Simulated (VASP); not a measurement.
Input of a VASP 6.6.1 run:

Contents of POSCAR:

```
WS2
1.0
    3.1816189179      0.0000000000      0.0000000000
   -1.5908094589      2.7553628080      0.0000000000
    0.0000000000      0.0000000000     12.8060330120
W S
2 4
Direct
    0.3333333333      0.6666666667      0.2500000000
    0.6666666667      0.3333333333      0.7500000000
    0.3333333333      0.6666666667      0.6283210911
    0.6666666667      0.3333333333      0.1283210911
    0.3333333333      0.6666666667      0.8716789089
    0.6666666667      0.3333333333      0.3716789089
```

File INCAR.step1:

```
SYSTEM = WS2
ALGO = Normal
EDIFF = 1E-4
ENCUT = 520
GGA = PE
ISMEAR = 0
LASPH = .TRUE.
LCHARG = .FALSE.
LREAL = .FALSE.
LWAVE = .TRUE.
NBANDS = 35
NELM = 80
PREC = Accurate
SIGMA = 0.02
```

INCAR.step2

```
SYSTEM = WS2
ALGO = Normal
EDIFF = 1E-6
ENCUT = 520
ISIF = 2
ISMEAR = 0
ISTART = 1
LASPH = .TRUE.
LCHARG = .TRUE.
LELF = .TRUE.
LMIXTAU = .TRUE.
LREAL = .FALSE.
LVHAR = .TRUE.
LWAVE = .FALSE.
METAGGA = R2SCAN
NBANDS = 35
NELM = 80
PREC = Accurate
SIGMA = 0.02
```

KPOINTS

```
k-points
0
G
  12 12 2
  0 0 0
```

Potentials or basis: VASP PAW PBE potentials, release 64 (W_sv, S).

Launch:

```bash
$ cat potpaw_PBE.64/W_sv/POTCAR potpaw_PBE.64/S/POTCAR > POTCAR
$ cp INCAR.step1 INCAR
$ mpirun -np 1 vasp_std > vasp.out
$ cp INCAR.step2 INCAR
$ mpirun -np 1 vasp_std > vasp.out
```

Problem. Estimate the pressure.

Solution. 0.4 GPa.

Problem. What does it give for the band gap on the k mesh?

Solution. 1.29 eV, indirect (least direct gap 1.87 eV).

Problem. Estimate the largest force.

Solution. 0.027 eV/Å.

Forces on the atoms (eV/Å):
```
W    0.000  0.000  0.000
W    0.000  0.000  0.000
S    0.000  0.000 -0.027
S    0.000  0.000 -0.027
S    0.000  0.000  0.027
S    0.000  0.000  0.027
```

Caveat: the cell differs from its parent crystal (strain along c alone, the other axes held: -2.0 %, then relaxed in part); the PAW data sets were made with another functional, which shifts forces and pressure a little; spin-orbit coupling is left out, which moves the levels of the heavy elements. A k mesh can miss the band edges.
